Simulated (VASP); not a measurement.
# YHg in VASP: further runs

YHg is run at these levels: LDA; tasks: electric field gradients.

Everything below comes from runs of VASP 6.6.1. Logs are shortened: lines on timing, memory, paths and dates and some standing lists are left out, and cuts for length are marked.

## 1. The cell of the first run

It takes space group P4/mmm (No. 123, tetragonal). Conventional cell: a = 3.756 Å, b = 3.756 Å, c = 3.682 Å, α = 90.00°, β = 90.00°, γ = 90.00°. Y (site symmetry 4/mmm) has 8 Hg at 3.23 Å and 6 Y at 3.68 to 3.76 Å within 4.3 Å. Within 4.3 Å of Hg (site symmetry 4/mmm) lie 8 Y at 3.23 Å and 6 Hg at 3.68 to 3.76 Å.

## 2. Electric field gradients, LDA (equal xx and yy strain of +2 %)

Input file INCAR:

```
PREC = Accurate ; ENCUT = 520
EDIFF = 1E-8 ; ISMEAR = -1
SIGMA = 0.08 ; LREAL = F
LASPH = T ; NELM = 80
ALGO = Normal ; ISIF = 2
LWAVE = F ; LCHARG = F
LEFG = T ; NBANDS = 18
```

Input file KPOINTS:

```
regular mesh
0
Gamma
  11 11 11
```

Input file POSCAR:

```
YHg
1.0
    3.7556400000      0.0000000000      0.0000000000
    0.0000000000      3.7556400000      0.0000000000
    0.0000000000      0.0000000000      3.6820000000
Y Hg
1 1
Direct
    0.5000000000      0.5000000000      0.5000000000
    0.0000000000      0.0000000000      0.0000000000
```

Potentials or basis: VASP PAW LDA potentials, release 64 (Y_sv, Hg).

Run with:

```sh
> cat potpaw_LDA.64/Y_sv/POTCAR potpaw_LDA.64/Hg/POTCAR > POTCAR
> mpirun -np 1 vasp_std > vasp.out
```

OUTCAR:

```text
PREC = Accurate
   ENCUT = 520
   EDIFF = 1E-8
   ISMEAR = -1
   LREAL = F
   LASPH = T
   NELM = 80
   ISIF = 2

 ion  position               nearest neighbor table
   1  0.500  0.500  0.500-   2 3.23   2 3.23   2 3.23   2 3.23   2 3.23   2 3.23   2 3.23   2 3.23

   2  0.000  0.000  0.000-   1 3.23   1 3.23   1 3.23   1 3.23   1 3.23   1 3.23   1 3.23   1 3.23

  LATTYP: Found a simple tetragonal cell.
 ALAT       =     3.7556400000
 C/A-ratio  =     0.9803921569

  Lattice vectors:

 A1 = (   3.7556400000,   0.0000000000,   0.0000000000)
 A2 = (   0.0000000000,   3.7556400000,   0.0000000000)
 A3 = (   0.0000000000,   0.0000000000,   3.6820000000)

Analysis of symmetry for initial positions (statically):
=====================================================================
 Subroutine PRICEL returns:
 Original cell was already a primitive cell.

 Routine SETGRP: Setting up the symmetry group for a
 simple tetragonal supercell.

 Subroutine GETGRP returns: Found 16 space group operations
 (whereof 16 operations were pure point group operations)
 out of a pool of 16 trial point group operations.

The static configuration has the point symmetry D_4h.

Analysis of symmetry for dynamics (positions and initial velocities):
=====================================================================
 Subroutine PRICEL returns:
 Original cell was already a primitive cell.

 Routine SETGRP: Setting up the symmetry group for a
 simple tetragonal supercell.

 Subroutine GETGRP returns: Found 16 space group operations
 (whereof 16 operations were pure point group operations)
 out of a pool of 16 trial point group operations.

The dynamic configuration has the point symmetry D_4h.

 Subroutine INISYM returns: Found 16 space group operations
 (whereof 16 operations are pure point group operations),
 and found     1 'primitive' translations

----------------------------------------------------------------------------------------

                                     Primitive cell

  volume of cell :      51.9340

  direct lattice vectors                    reciprocal lattice vectors
     3.755640000  0.000000000  0.000000000     0.266266202  0.000000000  0.000000000
     0.000000000  3.755640000  0.000000000     0.000000000  0.266266202  0.000000000
     0.000000000  0.000000000  3.682000000     0.000000000  0.000000000  0.271591526

  length of vectors
     3.755640000  3.755640000  3.682000000     0.266266202  0.266266202  0.271591526

  position of ions in fractional coordinates (direct lattice)
     0.500000000  0.500000000  0.500000000
     0.000000000  0.000000000  0.000000000

  ion indices of the primitive-cell ions
   primitive index   ion index
                 1           1
                 2           2

----------------------------------------------------------------------------------------

 KPOINTS: regular mesh

Automatic generation of k-mesh.
 Grid dimensions read from file:
 generate k-points for:   11   11   11

 Generating k-lattice:

  Cartesian coordinates                     Fractional coordinates (reciprocal lattice)
     0.024206018  0.000000000  0.000000000     0.090909091  0.000000000  0.000000000
     0.000000000  0.024206018  0.000000000     0.000000000  0.090909091  0.000000000
     0.000000000  0.000000000  0.024690139     0.000000000  0.000000000  0.090909091

  Length of vectors
     0.024206018  0.024206018  0.024690139

  Shift w.r.t. Gamma in fractional coordinates (k-lattice)
     0.000000000  0.000000000  0.000000000

 Subroutine IBZKPT returns following result:
 ===========================================

 Found    126 irreducible k-points:

 Following reciprocal coordinates:
            Coordinates               Weight
  0.000000  0.000000  0.000000      1.000000
  0.090909  0.000000  0.000000      4.000000
  0.181818  0.000000  0.000000      4.000000
  0.272727  0.000000  0.000000      4.000000
  0.363636  0.000000  0.000000      4.000000
  0.454545  0.000000  0.000000      4.000000
[... 16 lines left out ...]
  0.090909  0.000000  0.090909      8.000000
  0.181818  0.000000  0.090909      8.000000
 [... further k-points ...]
   k-points           NKPTS =    126   k-points in BZ     NKDIM =    126   number of bands    NBANDS=     18
   number of dos      NEDOS =    301   number of ions     NIONS =      2
   total plane-waves  NPLWV =  21952
   dimension x,y,z NGX =    28 NGY =   28 NGZ =   28
   dimension x,y,z NGXF=    56 NGYF=   56 NGZF=   56
   ions per type =               1   1
   NGX,Y,Z   is equivalent  to a cutoff of  12.39, 12.39, 12.64 a.u.
   NGXF,Y,Z  is equivalent  to a cutoff of  24.79, 24.79, 25.28 a.u.
 SYSTEM =  unknown system
   PREC   = accura    normal or accurate (medium, high low for compatibility)
   ISTART =      0    job   : 0-new  1-cont  2-samecut
   ICHARG =      2    charge: 1-file 2-atom 10-const
   ISPIN  =      1    spin polarized calculation?
   LNONCOLLINEAR =      F non collinear calculations
   LSORBIT =      F    spin-orbit coupling
   LASPH  =      T    aspherical Exc in radial PAW
   ENCUT  =  520.0 eV  38.22 Ry    6.18 a.u.   6.98  6.98  6.85*2*pi/ulx,y,z
   NELM   =     80;   NELMIN=  2; NELMDL= -5     # of ELM steps
   EDIFF  = 0.1E-07   stopping-criterion for ELM
   LREAL  =      F    real-space projection
   EDIFFG = 0.1E-06   stopping-criterion for IOM
   NSW    =      0    number of steps for IOM
   IBRION =     -1    ionic relax: 0-MD 1-quasi-New 2-CG
   NFREE  =      0    steps in history (QN), initial steepest desc. (CG)
   ISIF   =      2    stress and relaxation
   ISYM   =      2    0-nonsym 1-usesym 2-fastsym
   POTIM  = 0.5000    time-step for ionic-motion
   TEBEG  =    0.0;   TEEND  =   0.0 temperature during run
   PSTRESS=    0.0 pullay stress
   NELECT =      23.0000    total number of electrons
   NUPDOWN=      -1.0000    fix difference up-down
   EMIN   =  10.00;   EMAX   =-10.00  energy-range for DOS
   EFERMI =   0.00;   METHOD = LEGACY
   ISMEAR =    -1;   SIGMA  =   0.08  broadening in eV -4-tet -1-fermi 0-gaus
   EFERMI_NEDOS =   21; number of points for ismear=-14 and -15
   IALGO  =     38    algorithm
   IMIX   =      4    mixing-type and parameters
     AMIX     =   0.40;   BMIX     =  1.00
     AMIX_MAG =   1.60;   BMIX_MAG =  1.00
  volume/ion in A,a.u.               =      25.97       175.23
  Fermi-wavevector in a.u.,A,eV,Ry     =   1.247863  2.358119 21.186473  1.557162
  Thomas-Fermi vector in A             =   2.381976
   LORBIT       =      0    0 simple, 1 ext, 2 COOP (PROOUT), +10 PAW based schemes
   GGA     = CA    functional components
   LHFCALC =     F    Hartree Fock is set to
   AEXX    =    0.0000 exact exchange contribution
   IVDW    =     0    specifies the selected vdW correction
   LEPSILON=     F    determine dielectric tensor
   LRPA    =     F    only Hartree local field effects (RPA)
 non-spin polarized calculation
  energy-cutoff  :      520.00
  volume of cell :       51.93
 maximum number of plane-waves:      1412
 NGX is ok and might be reduce to    28
   NGX = 13   NGY = 13   NGZ = 13

 number of electron      23.0000003 magnetization

 Free energy of the ion-electron system (eV)
  ---------------------------------------------------
  ext. energy  EPLUGINS =         0.00000000
  ---------------------------------------------------
  free energy    TOTEN  =        -9.14810812 eV

  energy without entropy =       -9.10331987  energy(sigma->0) =       -9.12571400

 E-fermi :   3.5720     XC(G=0): -10.6816

 val. band max:        3.5709724516   @ k =   0.2727   0.0000   0.3636
 cond. band min:       3.5769641097   @ k =   0.0909   0.0909   0.1818
 fundamental gap:      0.0059916580
 Fermi energy:         3.5720349958

 k-point     1 :       0.0000    0.0000    0.0000
  band No.  band energies     occupation
      1     -39.4528      2.00000
      2     -19.4616      2.00000
      3     -19.4616      2.00000
      4     -19.4404      2.00000
      5      -4.2276      2.00000
      6      -4.0606      2.00000
[... 10 lines left out ...]
     17       7.7570      0.00000
     18       8.1630      0.00000

 k-point     2 :       0.0909    0.0000    0.0000
  band No.  band energies     occupation
      1     -39.4518      2.00000
      2     -19.4793      2.00000
      3     -19.4605      2.00000
      4     -19.4393      2.00000
      5      -4.1274      2.00000
      6      -4.0451      2.00000
[... 10 lines left out ...]
     17       8.5166      0.00000
     18       8.8179      0.00000

 k-point     3 :       0.1818    0.0000    0.0000
  band No.  band energies     occupation
      1     -39.4490      2.00000
      2     -19.5262      2.00000
      3     -19.4574      2.00000
      4     -19.4362      2.00000
      5      -4.0245      2.00000
      6      -3.9730      2.00000
[... 10 lines left out ...]
     17       9.6032      0.00000
     18       9.8750      0.00000

 k-point     4 :       0.2727    0.0000    0.0000
  band No.  band energies     occupation
      1     -39.4454      2.00000
      2     -19.5869      2.00000
      3     -19.4534      2.00000
      4     -19.4323      2.00000
      5      -3.9840      2.00000
      6      -3.8658      2.00000
[... 10 lines left out ...]
     17      10.7841      0.00000
     18      11.0467      0.00000

 k-point     5 :       0.3636    0.0000    0.0000
  band No.  band energies     occupation
      1     -39.4421      2.00000
      2     -19.6419      2.00000
      3     -19.4497      2.00000
      4     -19.4286      2.00000
      5      -3.9482      2.00000
      6      -3.7720      2.00000
[... 10 lines left out ...]
     17      12.0409      0.00000
     18      12.3020      0.00000

 k-point     6 :       0.4545    0.0000    0.0000
  band No.  band energies     occupation
      1     -39.4401      2.00000
      2     -19.6742      2.00000
      3     -19.4475      2.00000
      4     -19.4264      2.00000
      5      -3.9267      2.00000
      6      -3.7171      2.00000
[... 307 lines left out ...]
 k-point    21 :       0.4545    0.4545    0.0000
  band No.  band energies     occupation
      1     -39.4284      2.00000
      2     -19.6376      2.00000
      3     -19.6366      2.00000
      4     -19.4057      2.00000
      5      -4.0836      2.00000
      6      -3.9517      2.00000
[... 10 lines left out ...]
     17       8.8139      0.00000
     18       9.7015      0.00000

 k-point    22 :       0.0000    0.0000    0.0909
  band No.  band energies     occupation
      1     -39.4515      2.00000
      2     -19.4614      2.00000
      3     -19.4601      2.00000
      4     -19.4601      2.00000
      5      -4.1105      2.00000
      6      -4.0366      2.00000
[... 10 lines left out ...]
     17       8.5451      0.00000
     18       8.5451      0.00000

 k-point    23 :       0.0909    0.0000    0.0909
  band No.  band energies     occupation
      1     -39.4505      2.00000
      2     -19.4778      2.00000
      3     -19.4599      2.00000
      4     -19.4589      2.00000
      5      -4.0307      2.00000
      6      -4.0056      2.00000
[... 10 lines left out ...]
     17       8.2414      0.00000
     18       8.9764      0.00000

 k-point    24 :       0.1818    0.0000    0.0909
  band No.  band energies     occupation
      1     -39.4478      2.00000
      2     -19.5243      2.00000
      3     -19.4565      2.00000
      4     -19.4558      2.00000
      5      -3.9911      2.00000
      6      -3.9334      2.00000
[... 10 lines left out ...]
     17       9.1663      0.00000
     18       9.8727      0.00000

 [... further k-points ...]

------------------------ aborting loop because EDIFF is reached ----------------------------------------

  FORCE on cell =-STRESS in cart. coord.  units (eV):
  Direction    XX          YY          ZZ          XY          YZ          ZX
  --------------------------------------------------------------------------------------
  -------------------------------------------------------------------------------------
  Total       -1.9025663     -1.9025663     -1.6911675      0.0000000      0.0000000      0.0000000
  in kB      -58.6946742    -58.6946742    -52.1729651      0.0000000      0.0000000      0.0000000
  external PRESSURE =     -56.5207711 kB  Pullay stress =       0.0000000 kB

 VOLUME and BASIS-vectors are now :
 -----------------------------------------------------------------------------
  energy-cutoff  :      520.00
  volume of cell :       51.93
      direct lattice vectors                 reciprocal lattice vectors
     3.755640000  0.000000000  0.000000000     0.266266202  0.000000000  0.000000000
     0.000000000  3.755640000  0.000000000     0.000000000  0.266266202  0.000000000
     0.000000000  0.000000000  3.682000000     0.000000000  0.000000000  0.271591526

 POSITION                                       TOTAL-FORCE (eV/Angst)
 -----------------------------------------------------------------------------------
      1.87782      1.87782      1.84100         0.000000      0.000000      0.000000
      0.00000      0.00000      0.00000         0.000000      0.000000      0.000000
 -----------------------------------------------------------------------------------
    total drift:                               -0.000000      0.000000      0.000000

  FREE ENERGIE OF THE ION-ELECTRON SYSTEM (eV)
  ---------------------------------------------------
  free  energy   TOTEN  =        -9.1481081248 eV

  energy  without entropy=       -9.1033198749  energy(sigma->0) =       -9.12571400

 Electric field gradients (V/A^2)
---------------------------------------------------------------------
 ion       V_xx      V_yy      V_zz      V_xy      V_xz      V_yz
---------------------------------------------------------------------
   1      -0.604    -0.604     1.208    -0.000    -0.000    -0.000
   2      -4.918    -4.918     9.837     0.000    -0.000     0.000
---------------------------------------------------------------------

 Electric field gradients after diagonalization (V/A^2)
 (convention: |V_zz| > |V_xx| > |V_yy|)
----------------------------------------------------------------------
 ion       V_xx      V_yy      V_zz     asymmetry (V_yy - V_xx)/ V_zz
----------------------------------------------------------------------
   1      -0.604    -0.604     1.208       0.000
   2      -4.918    -4.918     9.837       0.000
----------------------------------------------------------------------

           NMR quadrupolar parameters

 Cq : quadrupolar parameter    Cq=e*Q*V_zz/h
 eta: asymmetry parameters     (V_yy - V_xx)/ V_zz
 Q  : nuclear electric quadrupole moment in mb (millibarn)
----------------------------------------------------------------------
 ion       Cq(MHz)       eta       Q (mb)
----------------------------------------------------------------------
   1       0.003       0.000       1.000
   2       0.024       0.000       1.000
----------------------------------------------------------------------
```

Wall time 78 s (1 thread of Intel Xeon 6975P-C, shared host); peak memory 0.26 GiB.

Results:

```
Free energy : -9.1481 eV
Pressure    : -5.7 GPa
```

Levels at points of the mesh, in eV from the Fermi level:
```
           k point  band 7  band 8  band 9  band 10  band 11  band 12  band 13  band 14  band 15  band 16
(0.00, 0.00, 0.00)   -7.62   -7.13   -7.10    -7.10     0.21     0.27     3.57     3.65     3.65     4.18
```

Electric field gradients, principal values (V/Å²):
| atom | least | middle | greatest (by size) |
| --- | --- | --- | --- |
| 1 Y | -0.604 | -0.604 | 1.208 |
| 2 Hg | -4.918 | -4.918 | 9.837 |

Caveat: the cell differs from its parent crystal (equal xx and yy strain of +2 %); without QUAD_EFG the Cq values of the log hold for a quadrupole moment of 1 mb, not for the nuclei; spin-orbit coupling is left out, which moves the levels of the heavy elements.

[end of part 1 of 2]
